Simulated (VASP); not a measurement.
# CaSb4 (C2/m) in VASP: notebook

Runs on CaSb4. Level: PBE. Tasks: single point, relaxation of cell and atoms.

All numbers are computed with VASP 6.6.1; they aren't measurements. Logs are shortened: lines on timing, memory, paths and dates and some standing lists are left out, and cuts for length are marked.

## 1. The cell of the first run

The structure is monoclinic, space group C2/m (No. 12). Conventional cell: a = 8.560 Å, b = 4.484 Å, c = 7.766 Å, α = 90.00°, β = 107.60°, γ = 90.00°. Ca (site symmetry 2/m) has 8 Sb at 2.78 to 2.90 Å within 3.7 Å. Sb (site symmetry m) has 1 Ca at 2.90 Å and 6 Sb at 2.98 to 3.67 Å within 3.8 Å. Within 3.7 Å of Sb (site symmetry m) lie 3 Ca at 2.78 to 2.90 Å and 6 Sb at 2.98 to 3.67 Å.

## 2. Single point, PBE

INCAR reads:

```
SYSTEM = CaSb4
  PREC = Accurate
  ENCUT = 520
  EDIFF = 1E-6
  ISMEAR = 0
  SIGMA = 0.1
  LREAL = .False.
  LASPH = .True.
  NELM = 100
  ALGO = Normal
  ISIF = 2
  LWAVE = .False.
  LCHARG = .False.
  GGA = PE
  NBANDS = 23
```

KPOINTS reads:

```
regular mesh
0
Gamma
  4 4 4
  0 0 0
```

POSCAR reads:

```
CaSb4
1.0
    4.2797745600     -2.2418300200      0.0000000000
    4.2797745600      2.2418300200      0.0000000000
   -2.3486287600      0.0000000000      7.4022667200
Ca Sb
1 4
Direct
    0.5000000000      0.5000000000      0.0000000000
    0.3403159300      0.3403159300      0.6134386400
    0.8403159300      0.8403159300      0.1134386400
    0.1596840700      0.1596840700      0.8865613600
    0.6596840700      0.6596840700      0.3865613600
```

Potentials or basis: VASP PAW PBE potentials, release 64 (Ca_sv, Sb).

Run with:

```bash
$ cat potpaw_PBE.64/Ca_sv/POTCAR potpaw_PBE.64/Sb/POTCAR > POTCAR
$ mpirun -np 1 vasp_std > vasp.out
```

OUTCAR:

```text
SYSTEM = CaSb4
   PREC = Accurate
   ENCUT = 520
   EDIFF = 1E-6
   ISMEAR = 0
   LREAL = .False.
   LASPH = .True.
   NELM = 100
   ISIF = 2
   GGA = PE

 ion  position               nearest neighbor table
   1  0.500  0.500  0.000-   3 2.78   4 2.78   2 2.90   5 2.90   4 2.90   4 2.90   3 2.90   3 2.90

   2  0.340  0.340  0.613-   1 2.90   4 2.98   5 2.98   5 2.98   5 3.67   4 3.67   4 3.67
   3  0.840  0.840  0.113-   1 2.78   1 2.90   1 2.90   5 2.98   4 2.98   4 2.98   4 3.67   5 3.67
                             5 3.67
   4  0.160  0.160  0.887-   1 2.78   1 2.90   1 2.90   2 2.98   3 2.98   3 2.98   3 3.67   2 3.67
                             2 3.67
   5  0.660  0.660  0.387-   1 2.90   3 2.98   2 2.98   2 2.98   2 3.67   3 3.67   3 3.67

  LATTYP: Found a base centered monoclinic cell.
 ALAT       =     8.5595491200
 B/A-ratio  =     0.5238196518
 C/A-ratio  =     0.9072821576
 COS(beta)  =    -0.3024273862

  Lattice vectors:

 A1 = (   4.2797745600,  -2.2418300200,   0.0000000000)
 A2 = (   4.2797745600,   2.2418300200,   0.0000000000)
 A3 = (  -2.3486287600,   0.0000000000,   7.4022667200)

Analysis of symmetry for initial positions (statically):
=====================================================================
 Subroutine PRICEL returns:
 Original cell was already a primitive cell.

 Routine SETGRP: Setting up the symmetry group for a
 base centered monoclinic supercell.

 Subroutine GETGRP returns: Found  4 space group operations
 (whereof  4 operations were pure point group operations)
 out of a pool of  4 trial point group operations.

The static configuration has the point symmetry C_2h.

Analysis of symmetry for dynamics (positions and initial velocities):
=====================================================================
 Subroutine PRICEL returns:
 Original cell was already a primitive cell.

 Routine SETGRP: Setting up the symmetry group for a
 base centered monoclinic supercell.

 Subroutine GETGRP returns: Found  4 space group operations
 (whereof  4 operations were pure point group operations)
 out of a pool of  4 trial point group operations.

The dynamic configuration has the point symmetry C_2h.

 Subroutine INISYM returns: Found  4 space group operations
 (whereof  4 operations are pure point group operations),
 and found     1 'primitive' translations

----------------------------------------------------------------------------------------

[... 98 lines left out ...]
   LREAL  =      F    real-space projection
   EDIFFG = 0.1E-04   stopping-criterion for IOM
   NSW    =      0    number of steps for IOM
   IBRION =     -1    ionic relax: 0-MD 1-quasi-New 2-CG
   NFREE  =      0    steps in history (QN), initial steepest desc. (CG)
   ISIF   =      2    stress and relaxation
   ISYM   =      2    0-nonsym 1-usesym 2-fastsym
   POTIM  = 0.5000    time-step for ionic-motion
   TEBEG  =    0.0;   TEEND  =   0.0 temperature during run
   PSTRESS=    0.0 pullay stress
   NELECT =      30.0000    total number of electrons
   NUPDOWN=      -1.0000    fix difference up-down
   EMIN   =  10.00;   EMAX   =-10.00  energy-range for DOS
   EFERMI =   0.00;   METHOD = LEGACY
   ISMEAR =     0;   SIGMA  =   0.10  broadening in eV -4-tet -1-fermi 0-gaus
   EFERMI_NEDOS =   21; number of points for ismear=-14 and -15
   IALGO  =     38    algorithm
   IMIX   =      4    mixing-type and parameters
     AMIX     =   0.40;   BMIX     =  1.00
     AMIX_MAG =   1.60;   BMIX_MAG =  1.00
  volume/ion in A,a.u.               =      28.41       191.71
  Fermi-wavevector in a.u.,A,eV,Ry     =   0.974935  1.842361 12.932323  0.950499
  Thomas-Fermi vector in A             =   2.105435
   LORBIT       =      0    0 simple, 1 ext, 2 COOP (PROOUT), +10 PAW based schemes
   GGA     = PE    functional components
   LHFCALC =     F    Hartree Fock is set to
   AEXX    =    0.0000 exact exchange contribution
   IVDW    =     0    specifies the selected vdW correction
   LEPSILON=     F    determine dielectric tensor
   LRPA    =     F    only Hartree local field effects (RPA)
 non-spin polarized calculation
 Gauss-broadening in eV      SIGMA  =   0.10
  energy-cutoff  :      520.00
  volume of cell :      142.04
 maximum number of plane-waves:      3852
   NGX = 17   NGY = 17   NGZ = 29

 number of electron      30.0000002 magnetization

 Free energy of the ion-electron system (eV)
  ---------------------------------------------------
  ext. energy  EPLUGINS =         0.00000000
  ---------------------------------------------------
  free energy    TOTEN  =       -17.34951251 eV

  energy without entropy =      -17.32752783  energy(sigma->0) =      -17.33852017

 E-fermi :   7.0395     XC(G=0):  -9.5465

 val. band max:        7.0137953665   @ k =   0.2500   0.0000   0.5000
 cond. band min:       7.0724102413   @ k =   0.5000   0.0000   0.2500
 fundamental gap:      0.0586148748
 Fermi energy:         7.0395425270

 k-point     1 :       0.0000    0.0000    0.0000
  band No.  band energies     occupation
      1     -33.4516      2.00000
      2     -14.7905      2.00000
      3     -14.6379      2.00000
      4     -14.6356      2.00000
      5      -5.4002      2.00000
      6      -3.5069      2.00000
[... 613 lines left out ...]
     22      10.3984      0.00000
     23      11.2754      0.00000

------------------------ aborting loop because EDIFF is reached ----------------------------------------

  FORCE on cell =-STRESS in cart. coord.  units (eV):
  Direction    XX          YY          ZZ          XY          YZ          ZX
  --------------------------------------------------------------------------------------
  -------------------------------------------------------------------------------------
  Total       11.9177762      8.4087391      8.8428906      0.0000000      0.0000000      0.6439586
  in kB      134.4273099     94.8469046     99.7439443      0.0000000      0.0000000      7.2635713
  external PRESSURE =     109.6727196 kB  Pullay stress =       0.0000000 kB

 VOLUME and BASIS-vectors are now :
 -----------------------------------------------------------------------------
  energy-cutoff  :      520.00
  volume of cell :      142.04
      direct lattice vectors                 reciprocal lattice vectors
     4.279774560 -2.241830020  0.000000000     0.116828584 -0.223032074  0.037067966
     4.279774560  2.241830020  0.000000000     0.116828584  0.223032074  0.037067966
    -2.348628760  0.000000000  7.402266720     0.000000000  0.000000000  0.135093754

 POSITION                                       TOTAL-FORCE (eV/Angst)
 -----------------------------------------------------------------------------------
      4.27977      0.00000      0.00000         0.000000      0.000000      0.000000
      1.47221      0.00000      4.54084         0.595938      0.000000     -1.288474
      6.92630      0.00000      0.83970         1.240812      0.000000      1.913140
     -0.71538      0.00000      6.56256        -1.240812      0.000000     -1.913140
      4.73871      0.00000      2.86143        -0.595938      0.000000      1.288474
 -----------------------------------------------------------------------------------
    total drift:                                0.000000      0.000000     -0.000000

  FREE ENERGIE OF THE ION-ELECTRON SYSTEM (eV)
  ---------------------------------------------------
  free  energy   TOTEN  =       -17.3495125077 eV

  energy  without entropy=      -17.3275278277  energy(sigma->0) =      -17.33852017
```

Run time: 48 s. Hardware: 1 thread of Intel Xeon 6975P-C (Granite Rapids), shared host; peak memory 0.29 GiB.

What came out:

| Quantity | Value |
| --- | --- |
| Free energy | -17.3495 eV |
| Pressure | 11.0 GPa |
| Largest force | 2.280 eV/Å |
| Band gap on the k mesh | zero (bands 15 and 16 overlap by 1.22 eV) |

Forces in eV/Å, atoms in the order of the input:
```
Ca   0.000  0.000  0.000
Sb   0.596  0.000 -1.288
Sb   1.241  0.000  1.913
Sb  -1.241  0.000 -1.913
Sb  -0.596  0.000  1.288
```

Levels at points of the mesh, in eV from the Fermi level:
| k point | band 11 | band 12 | band 13 | band 14 | band 15 | band 16 | band 17 | band 18 | band 19 | band 20 |
| --- | --- | --- | --- | --- | --- | --- | --- | --- | --- | --- |
| (0.00, 0.00, 0.00) | -2.92 | -2.52 | -2.24 | -1.21 | -0.87 | -0.50 | 0.52 | 1.00 | 1.60 | 1.61 |
| (0.50, 0.00, 0.00) | -3.46 | -3.32 | -3.05 | -2.69 | 0.21 | 0.49 | 1.63 | 1.73 | 1.91 | 2.76 |
| (0.50, 0.50, 0.00) | -3.55 | -1.91 | -1.86 | -1.68 | -0.95 | -0.78 | 0.35 | 0.42 | 1.66 | 3.35 |
| (0.00, 0.00, 0.50) | -2.55 | -2.19 | -2.04 | -1.75 | -0.04 | 0.17 | 0.33 | 0.54 | 0.94 | 0.99 |
| (0.50, 0.00, 0.50) | -3.57 | -3.19 | -2.49 | -1.80 | -0.87 | -0.63 | 0.45 | 0.53 | 2.29 | 2.78 |
| (0.50, 0.50, 0.50) | -3.24 | -2.99 | -2.98 | -2.20 | -0.18 | 0.31 | 1.53 | 1.96 | 2.57 | 2.59 |

Caveat: the k points lie up to 0.40 Å⁻¹ apart, too coarse for converged energies and pressures of a metal; spin-orbit coupling is left out, which moves the levels of the heavy elements; forces of over 1 eV/Å act on the atoms, so gaps and moduli don't describe the material at rest.

(Part 1 of 2 ends here.)

The gap in the log of VASP goes by the Fermi energy; the results here count the filled bands.